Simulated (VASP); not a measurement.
# MgO (Fm-3m) in VASP: a series of runs

MgO is run at these levels: PBE; tasks: G0W0 quasiparticle levels.

Program: VASP 6.6.1. These are calculated values, not measurements. Logs are shortened: lines on timing, memory, paths and dates and some standing lists are left out, and cuts for length are marked.

### Step 1. The cell of the first run

Symmetry: Fm-3m, No. 225, cubic system. The conventional cell has a = 4.211 Å, b = 4.211 Å, c = 4.211 Å, α = 90.00°, β = 90.00°, γ = 90.00°. Mg (site symmetry m-3m) has 6 O at 2.11 Å within 2.8 Å. Within 2.8 Å of O (site symmetry m-3m) lie 6 Mg at 2.11 Å.

### Step 2. G0W0 quasiparticle levels, PBE

Contents of POSCAR:

```
MgO
1.0
    0.0000000000      2.1055000000      2.1055000000
    2.1055000000      0.0000000000      2.1055000000
    2.1055000000      2.1055000000      0.0000000000
Mg O
1 1
Direct
    0.0000000000      0.0000000000      0.0000000000
    0.5000000000      0.5000000000      0.5000000000
```

Contents of INCAR.step1:

```
ALGO     = Normal         # electronic algorithm
EDIFF    = 1E-8           # SCF threshold, eV
ENCUT    = 500            # plane-wave cutoff, eV
GGA      = PE             # functional
ISMEAR   = 0              # smearing method
LASPH    = T              # aspherical terms in the spheres
LCHARG   = F              # write CHGCAR
LREAL    = F              # projectors in reciprocal space
LWAVE    = T              # write WAVECAR
NELM     = 60             # most SCF steps
PREC     = Accurate       # precision mode
SIGMA    = 0.01           # smearing width, eV
```

Contents of INCAR.step2:

```
ALGO     = Exact          # electronic algorithm
EDIFF    = 1E-8           # SCF threshold, eV
ENCUT    = 500            # plane-wave cutoff, eV
GGA      = PE             # functional
ISMEAR   = 0              # smearing method
ISTART   = 1            
LASPH    = T              # aspherical terms in the spheres
LCHARG   = F              # write CHGCAR
LOPTICS  = T              # frequency-dependent dielectric function
LREAL    = F              # projectors in reciprocal space
LWAVE    = T              # write WAVECAR
NBANDS   = 90             # bands
NELM     = 1              # most SCF steps
PREC     = Accurate       # precision mode
SIGMA    = 0.01           # smearing width, eV
```

Contents of INCAR.step3:

```
ALGO     = EVGW0          # electronic algorithm
EDIFF    = 1E-8           # SCF threshold, eV
ENCUT    = 500            # plane-wave cutoff, eV
ENCUTGW  = 113.3          # cutoff of the response function
GGA      = PE             # functional
ISMEAR   = 0              # smearing method
ISTART   = 1            
LASPH    = T              # aspherical terms in the spheres
LCHARG   = F              # write CHGCAR
LREAL    = F              # projectors in reciprocal space
LWAVE    = F              # write WAVECAR
NBANDS   = 90             # bands
NBANDSGW = 12           
NELMGW   = 1            
NOMEGA   = 48             # frequency points
PREC     = Accurate       # precision mode
PRECFOCK = Fast         
SIGMA    = 0.01           # smearing width, eV
```

Contents of KPOINTS:

```
k-points
0
Gamma
  2 2 2
```

Potentials or basis: VASP PAW PBE potentials, release 64 (Mg_GW, O_GW).

Run with:

```sh
cat potpaw_PBE.64/Mg_GW/POTCAR potpaw_PBE.64/O_GW/POTCAR > POTCAR
cp INCAR.step1 INCAR
mpirun -np 1 vasp_std > vasp.out
cp INCAR.step2 INCAR
mpirun -np 1 vasp_std > vasp.out
cp INCAR.step3 INCAR
mpirun -np 1 vasp_std > vasp.out
```

OUTCAR:

```text
EDIFF = 1E-8
   ENCUT = 500
   ENCUTGW = 113.3
   GGA = PE
   ISMEAR = 0
   ISTART = 1
   LASPH = T
   LREAL = F
   NELMGW = 1
   PREC = Accurate
   PRECFOCK = Fast

 ion  position               nearest neighbor table
   1  0.000  0.000  0.000-   2 2.11   2 2.11   2 2.11   2 2.11   2 2.11   2 2.11
   2  0.500  0.500  0.500-   1 2.11   1 2.11   1 2.11   1 2.11   1 2.11   1 2.11

  LATTYP: Found a face centered cubic cell.
 ALAT       =     4.2110000000

  Lattice vectors:

 A1 = (   0.0000000000,   2.1055000000,   2.1055000000)
 A2 = (   2.1055000000,   0.0000000000,   2.1055000000)
 A3 = (   2.1055000000,   2.1055000000,   0.0000000000)

Analysis of symmetry for initial positions (statically):
=====================================================================
 Subroutine PRICEL returns:
 Original cell was already a primitive cell.

 Routine SETGRP: Setting up the symmetry group for a
 face centered cubic supercell.

 Subroutine GETGRP returns: Found 48 space group operations
 (whereof 48 operations were pure point group operations)
 out of a pool of 48 trial point group operations.

The static configuration has the point symmetry O_h .

Analysis of symmetry for dynamics (positions and initial velocities):
=====================================================================
 Subroutine PRICEL returns:
 Original cell was already a primitive cell.

 Routine SETGRP: Setting up the symmetry group for a
 face centered cubic supercell.

 Subroutine GETGRP returns: Found 48 space group operations
 (whereof 48 operations were pure point group operations)
 out of a pool of 48 trial point group operations.

The dynamic configuration has the point symmetry O_h .

 Subroutine INISYM returns: Found 48 space group operations
 (whereof 48 operations are pure point group operations),
 and found     1 'primitive' translations

----------------------------------------------------------------------------------------

                                     Primitive cell

  volume of cell :      18.6679

  direct lattice vectors                    reciprocal lattice vectors
     0.000000000  2.105500000  2.105500000    -0.237473284  0.237473284  0.237473284
     2.105500000  0.000000000  2.105500000     0.237473284 -0.237473284  0.237473284
     2.105500000  2.105500000  0.000000000     0.237473284  0.237473284 -0.237473284

  length of vectors
     2.977626656  2.977626656  2.977626656     0.411315794  0.411315794  0.411315794

  position of ions in fractional coordinates (direct lattice)
     0.000000000  0.000000000  0.000000000
     0.500000000  0.500000000  0.500000000

  ion indices of the primitive-cell ions
   primitive index   ion index
                 1           1
                 2           2

----------------------------------------------------------------------------------------

 KPOINTS: k-points

Automatic generation of k-mesh.
 Grid dimensions read from file:
 generate k-points for:    2    2    2

 Generating k-lattice:

  Cartesian coordinates                     Fractional coordinates (reciprocal lattice)
    -0.118736642  0.118736642  0.118736642     0.500000000  0.000000000  0.000000000
     0.118736642 -0.118736642  0.118736642     0.000000000  0.500000000  0.000000000
     0.118736642  0.118736642 -0.118736642     0.000000000  0.000000000  0.500000000

  Length of vectors
     0.205657897  0.205657897  0.205657897

  Shift w.r.t. Gamma in fractional coordinates (k-lattice)
     0.000000000  0.000000000  0.000000000

 Subroutine IBZKPT returns following result:
 ===========================================

 Found      3 irreducible k-points:

 Following reciprocal coordinates:
            Coordinates               Weight
  0.000000  0.000000  0.000000      1.000000
  0.500000  0.000000  0.000000      4.000000
  0.500000  0.500000  0.000000      3.000000
   k-points           NKPTS =      3   k-points in BZ     NKDIM =      8   number of bands    NBANDS=     90
   number of dos      NEDOS =    301   number of ions     NIONS =      2
   total plane-waves  NPLWV =  13824
   dimension x,y,z NGX =    24 NGY =   24 NGZ =   24
   dimension x,y,z NGXF=    48 NGYF=   48 NGZF=   48
   ions per type =               1   1
   NGX,Y,Z   is equivalent  to a cutoff of  13.40, 13.40, 13.40 a.u.
   NGXF,Y,Z  is equivalent  to a cutoff of  26.80, 26.80, 26.80 a.u.
 SYSTEM =  unknown system
   PREC   = accura    normal or accurate (medium, high low for compatibility)
   ISTART =      1    job   : 0-new  1-cont  2-samecut
   ICHARG =      0    charge: 1-file 2-atom 10-const
   ISPIN  =      1    spin polarized calculation?
   LNONCOLLINEAR =      F non collinear calculations
   LSORBIT =      F    spin-orbit coupling
   LASPH  =      T    aspherical Exc in radial PAW
   ENCUT  =  500.0 eV  36.75 Ry    6.06 a.u.   5.43  5.43  5.43*2*pi/ulx,y,z
   NELM   =     60;   NELMIN=  2; NELMDL=  0     # of ELM steps
   EDIFF  = 0.1E-07   stopping-criterion for ELM
   LREAL  =      F    real-space projection
   EDIFFG = 0.1E-06   stopping-criterion for IOM
   NSW    =      0    number of steps for IOM
   IBRION =     -1    ionic relax: 0-MD 1-quasi-New 2-CG
   NFREE  =      0    steps in history (QN), initial steepest desc. (CG)
   ISIF   =      0    stress and relaxation
   ISYM   =      3    0-nonsym 1-usesym 2-fastsym
   POTIM  = 0.5000    time-step for ionic-motion
   TEBEG  =    0.0;   TEEND  =   0.0 temperature during run
   PSTRESS=    0.0 pullay stress
   NELECT =       8.0000    total number of electrons
   NUPDOWN=      -1.0000    fix difference up-down
   EMIN   =  10.00;   EMAX   =-10.00  energy-range for DOS
   EFERMI =   0.00;   METHOD = LEGACY
   ISMEAR =     0;   SIGMA  =   0.01  broadening in eV -4-tet -1-fermi 0-gaus
   EFERMI_NEDOS =   21; number of points for ismear=-14 and -15
   IALGO  =     38    algorithm
   IMIX   =      4    mixing-type and parameters
     AMIX     =   0.40;   BMIX     =  1.00
     AMIX_MAG =   1.60;   BMIX_MAG =  1.00
  volume/ion in A,a.u.               =       9.33        62.99
  Fermi-wavevector in a.u.,A,eV,Ry     =   1.234259  2.332411 20.727046  1.523395
  Thomas-Fermi vector in A             =   2.368956
   LORBIT       =      0    0 simple, 1 ext, 2 COOP (PROOUT), +10 PAW based schemes
   GGA     = PE    functional components
   LHFCALC =     T    Hartree Fock is set to
   PRECFOCK=fast      Normal, Fast or Accurate (Low or Medium for compatibility)
   ENCUT4O =  -1.0   cutoff for four orbital integrals eV
   NKREDX  =     1    reduce k-point grid by
   NKREDY  =     1    reduce k-point grid by
   NKREDZ  =     1    reduce k-point grid by
   AEXX    =    1.0000 exact exchange contribution
   HFSCREEN=    0.0000 screening length (either q_TF or 0.3 A-1)
   HFSCREENC=   0.0000 screening length for correlation (either q_TF or 0.3 A-1)
   ENCUTFOCK=  -1.0 apply spherical cutoff to Coloumb kernel
   IVDW    =     0    specifies the selected vdW correction
   LEPSILON=     F    determine dielectric tensor
   LRPA    =     F    only Hartree local field effects (RPA)
   LRPAFORCE           =     F    calculate RPA forces
   ENCUTGW             = 113.3    cutoff for response function in eV
   ENCUTGWSOFT         =  90.6    soft cutoff for Coulomb kernel in GW response function in eV
   ENCUTLF             =  -1.0    cutoff for local field effects
   NELMGW              =     1    number of iterations in solving QP/BSE equation
   NELMHF              =     1    number of iterations in the inner HF iteration
   NKREDLFX            =     1    NKREDLFY  =   1   NKREDLFZ  =   1
 non-spin polarized calculation
 Gauss-broadening in eV      SIGMA  =   0.01
  energy-cutoff  :      500.00
  volume of cell :       18.67
 maximum number of plane-waves:       476
 NGX is ok and might be reduce to    24
  NGX = 12; NGY = 12; NGZ = 12
   NGX = 11   NGY = 11   NGZ = 11
 maximum number of plane-waves:        59
 NGX is ok and might be reduce to    12

 QP shifts <psi_nk| G(iteration)W_0 |psi_nk>: iteration 1
 for sc-GW calculations column KS-energies equals QP-energies in previous step
 and V_xc(KS)=  KS-energies - (<T + V_ion + V_H > + <T+V_H+V_ion>^1  + <V_x>^1)

 k-point   1 :       0.0000    0.0000    0.0000
  band No.  KS-energies  QP-energies   sigma(KS)   V_xc(KS)     V^pw_x(r,r')   Z            occupation Imag(sigma)

      1     -13.6537     -16.0494     -21.0795     -18.0055     -29.7069       0.7794       2.0000       1.2453
      2       3.6850       2.6177     -21.0664     -19.6833     -25.9711       0.7716       2.0000       0.1900
      3       3.6850       2.6177     -21.0664     -19.6833     -25.9711       0.7716       2.0000       0.1900
      4       3.6850       2.6177     -21.0664     -19.6833     -25.9711       0.7716       2.0000       0.1900
      5       8.1678       8.9976     -11.0893     -12.1429      -6.4959       0.7875       0.0000      -0.1749
      6      19.0813      19.7242      -8.0805      -8.8994      -2.8153       0.7850       0.0000      -0.1814
      7      19.0813      19.7242      -8.0805      -8.8994      -2.8153       0.7850       0.0000      -0.1814
      8      19.0813      19.7242      -8.0805      -8.8994      -2.8153       0.7850       0.0000      -0.1814
      9      23.0907      22.9608      -7.7412      -7.5740      -1.4619       0.7768       0.0000      -0.7511
     10      24.7501      25.7291      -8.5527      -9.8061      -3.1631       0.7811       0.0000      -0.2175
     11      24.7501      25.7291      -8.5527      -9.8061      -3.1631       0.7811       0.0000      -0.2175
     12      27.2693      28.3756      -8.0518      -9.3913      -1.8157       0.8259       0.0000      -0.7466

 k-point   2 :       0.5000    0.0000    0.0000
  band No.  KS-energies  QP-energies   sigma(KS)   V_xc(KS)     V^pw_x(r,r')   Z            occupation Imag(sigma)

      1     -12.3161     -14.4266     -22.4377     -19.4248     -30.9710       0.7005       2.0000       1.0574
      2      -1.1346      -2.7107     -16.6370     -14.5475     -21.1768       0.7543       2.0000       0.2263
      3       3.0010       1.8413     -20.4722     -18.9544     -25.3627       0.7641       2.0000       0.2209
      4       3.0010       1.8413     -20.4722     -18.9544     -25.3627       0.7641       2.0000       0.2209
      5      11.2647      11.8888      -9.2857     -10.0790      -4.3781       0.7867       0.0000      -0.1652
      6      16.1992      17.6266     -13.8159     -15.6745      -8.8727       0.7680       0.0000      -0.2330
      7      19.5116      20.3806      -8.1078      -9.2082      -2.8491       0.7897       0.0000      -0.1866
      8      19.5116      20.3806      -8.1078      -9.2082      -2.8491       0.7897       0.0000      -0.1866
      9      24.1112      24.7023      -7.4041      -8.1504      -1.3801       0.7921       0.0000      -0.5985
     10      25.8613      26.7161      -9.2837     -10.4281      -3.1294       0.7470       0.0000      -0.5584
     11      25.8613      26.7161      -9.2837     -10.4281      -3.1294       0.7470       0.0000      -0.5584
     12      31.8658      32.7990      -9.2872     -10.5429      -3.1162       0.7432       0.0000      -0.7375

 k-point   3 :       0.5000    0.5000    0.0000
  band No.  KS-energies  QP-energies   sigma(KS)   V_xc(KS)     V^pw_x(r,r')   Z            occupation Imag(sigma)

      1     -12.0409     -14.2540     -22.7876     -19.7807     -31.2760       0.7360       2.0000       1.0659
      2      -0.5795      -2.1668     -17.0814     -14.9960     -21.6574       0.7612       2.0000       0.2151
      3       2.2681       1.0224     -19.6907     -18.0417     -24.5446       0.7555       2.0000       0.2080
      4       2.2681       1.0224     -19.6907     -18.0417     -24.5446       0.7555       2.0000       0.2080
      5      12.4359      12.8240      -7.8599      -8.3484      -2.9064       0.7945       0.0000      -0.1558
      6      13.2245      14.0524      -8.4790      -9.5313      -3.5282       0.7868       0.0000      -0.1629
      7      16.6850      18.0126     -13.4437     -15.2067      -8.3598       0.7531       0.0000      -0.2381
      8      22.3234      23.6384     -10.6783     -12.3784      -4.7725       0.7735       0.0000      -0.4340
      9      22.3234      23.6384     -10.6783     -12.3784      -4.7725       0.7735       0.0000      -0.4340
     10      28.6235      30.0050      -9.8166     -11.5628      -3.8605       0.7911       0.0000      -0.5958
     11      30.0854      31.3492      -8.7250     -10.3349      -3.2041       0.7850       0.0000      -0.2906
     12      34.0310      34.5928      -7.6627      -8.3863      -1.4597       0.7764       0.0000      -0.7467
```

Wall time 7.2 s (1 thread of Intel Xeon Platinum 8559C (Emerald Rapids), shared host); peak memory 0.14 GiB.

Results:

* Band gap on the k mesh, mean-field level: 4.48 eV, direct
* Quasiparticle gap: 6.38 eV
* Least direct quasiparticle gap: 6.38 eV

Caveat: the k points lie up to 1.29 Å⁻¹ apart; bands, screening cutoff and mesh are small and nothing is extrapolated, so the quasiparticle values aren't converged.

[end of part 1 of 2]
